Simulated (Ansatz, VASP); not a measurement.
**SnSe2 in VASP and in Ansatz**

INCAR

```
PREC = Accurate ; ENCUT = 500
EDIFF = 1E-6 ; ISMEAR = 0
SIGMA = 0.03 ; LREAL = False
LASPH = True ; NELM = 120
ALGO = Normal ; ISIF = 2
LWAVE = False ; LCHARG = False
GGA = PE ; IVDW = 12
NBANDS = 20 ; GGA_COMPAT = False
```

The input KPOINTS:

```
Automatic mesh
0
Gamma
  12 12 6
```

File POSCAR:

```
SnSe2
1.0
    3.8400433021      0.0000000000      0.0000000000
   -1.9200216511      3.3255750513      0.0000000000
    0.0000000000      0.0000000000      4.7118000000
Sn Se
1 2
Direct
    0.0000000000      0.0000000000      0.0000000000
    0.3333333333      0.6666666667      0.2651331237
    0.6666666667      0.3333333333      0.7348668763
```

Input for Ansatz:

```yaml
crystal:
  lattice:
    - [3.8400433021, 0.0, 0.0]
    - [-1.9200216511, 3.3255750513, 0.0]
    - [0.0, 0.0, 4.7118]
  atoms:
    - { symbol: Sn, position: [0.0, 0.0, 0.0] }
    - { symbol: Se, position: [0.3333333333, 0.6666666667, 0.2651331237] }
    - { symbol: Se, position: [0.6666666667, 0.3333333333, 0.7348668763] }
basis:
  ecutwfc: 420
kpoints:
  mp_grid: { grid: [12, 12, 6] }
hamiltonian:
  xc: pbe
  dispersion: d3bj
scf:
  occupations: { method: gaussian, width: 0.03 }
output:
  forces: true
  stress: true
  eigenvalues: true
```

Alike in both runs: task single point; functional PBE; dispersion D3(BJ); k mesh 12 × 12 × 6; occupations gaussian, width 0.03 eV; no spin polarisation.

|  | VASP | Ansatz |
| --- | --- | --- |
| version | VASP 6.6.1 | Ansatz 0.2.0 |
| potentials or method | VASP PAW PBE potentials, release 64 (Sn_d, Se), cutoff 500 eV | scalar-relativistic, plane waves, PAW |
| valence electrons in the cell | 26 | 46 |

```tsv
	VASP	Ansatz	Ansatz less VASP
gap on the k mesh at the Fermi level (eV)	none	none	-
pressure (GPa)	26.9	26.7	-0.22
traceless stress, the component that is largest in VASP (GPa)	1.84	1.92	+0.085
rms of the force components (eV/Å)	1.431	1.421	-0.0106
```

Atom by atom the forces differ by 0.011 eV/Å (rms over components). A gap of «none» marks a metal or a gap that the smearing closes. VASP's potentials hold 26 valence electrons a cell and Ansatz's 46, so a difference there can come from the potentials and not from the codes.
